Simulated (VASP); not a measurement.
Set up this calculation in VASP 6.6.1, as the native input.

* Task: single point
* Functional: PBE
* Potentials or basis: VASP PAW PBE potentials, release 64 (B, Pt, Cl)
* Cutoff: 520 eV
* k mesh: 6 × 6 × 2
* Occupations: gaussian, width 0.1 eV
* Spin: no spin polarisation
* Dipole correction: no
* Further INCAR settings: ALGO = Normal; EDIFF = 1e-07; NBANDS = 24

The structure of B2Pt2Cl lies in POSCAR:

```
B2Pt2Cl
1.0
    3.7479178445      0.0000000000      0.0000000000
    0.0000000000      3.7479178445      0.0000000000
    0.0000000000      0.0000000000      7.2438503672
B Pt Cl
2 2 1
Direct
    0.5000000000      0.0000000000      0.3222316495
    0.0000000000      0.5000000000      0.3222316495
    0.5000000000      0.0000000000      0.5804064633
    0.0000000000      0.5000000000      0.5804064633
    0.0000000000      0.0000000000      0.8681278543
```

The cell was built from a structure type or drawn by symmetry, and may not be a known phase.

These files were run (other wordings do the same):

INCAR

```
SYSTEM = B2Pt2Cl
PREC = Accurate
ENCUT = 520
EDIFF = 1E-7
ISMEAR = 0
SIGMA = 0.1
LREAL = .FALSE.
LASPH = .TRUE.
NELM = 100
ALGO = Normal
ISIF = 2
LWAVE = .FALSE.
LCHARG = .FALSE.
GGA = PE
NBANDS = 24
```

KPOINTS

```
regular mesh
0
G
  6 6 2
  0 0 0
```

Potentials or basis: VASP PAW PBE potentials, release 64 (B, Pt, Cl).

Command:

```sh
$ cat potpaw_PBE.64/B/POTCAR potpaw_PBE.64/Pt/POTCAR potpaw_PBE.64/Cl/POTCAR > POTCAR
$ mpirun -np 1 vasp_std > vasp.out
```

It gave:

* Pressure: 0.2 GPa
* Largest force: 0.114 eV/Å
* Band gap on the k mesh: zero (an odd number of electrons rules out a gap without spin polarisation)

Caveat: the k points lie up to 0.43 Å⁻¹ apart, too coarse for converged energies and pressures of a metal; spin-orbit coupling is left out, which moves the levels of the heavy elements; this functional lacks dispersion, which binds the layers, so the pressure and a relaxed spacing across them are unreliable; an odd number of electrons without spin polarisation forces a metal; a magnetic or distorted state may lie lower.

Wall time 20 s on 1 thread of Intel(R) Xeon(R) 6975P-C (Granite Rapids), on a shared host, peak memory 0.21 GiB.
